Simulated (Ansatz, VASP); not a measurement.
# Two plane-wave programs on HfPb5O2

```xyz
8
Lattice="3.3652 0.0000 0.0000 -1.6826 2.9143 0.0000 0.0000 0.0000 22.7256" Properties=species:S:1:pos:R:3 pbc="T T T"
Hf    0.0000    0.0000    0.0000
Pb    0.0000    0.0000    5.2255
Pb    0.0000    0.0000   17.5002
Pb    1.6826    0.9714   14.5261
Pb    0.0000    1.9429    8.1995
Pb    0.0000    0.0000   11.3628
O     1.6826    0.9714   21.8079
O     0.0000    1.9429    0.9177
```

Alike in both runs: functional PBE; k mesh 12 × 12 × 2; occupations gaussian, width 0.1 eV; no spin polarisation.

Ansatz relaxed the structure, and its values are those at the end. VASP's run is a single point on that final structure, the one shown.

|  | VASP | Ansatz |
| --- | --- | --- |
| version | VASP 6.6.1 | Ansatz 0.2.0 |
| potentials or method | VASP PAW PBE potentials, release 64 (Hf_pv, Pb_d, O), cutoff 600 eV | scalar-relativistic, plane waves, PAW |
| valence electrons in the cell | 92 | 108 |

Ansatz gave:

```
gap on the k mesh at the Fermi level (eV) : none
pressure (GPa)                            : 0.0
rms of the force components (eV/Å)        : 0.000
```

Problem. What did VASP give for the same quantities?

Solution. gap on the k mesh at the Fermi level (eV): none; pressure (GPa): -0.5; rms of the force components (eV/Å): 0.049.

A gap of «none» marks a metal or a gap that the smearing closes. VASP's potentials hold 92 valence electrons a cell and Ansatz's 108, so a difference there can come from the potentials and not from the codes.

Neither program's run includes spin-orbit coupling.
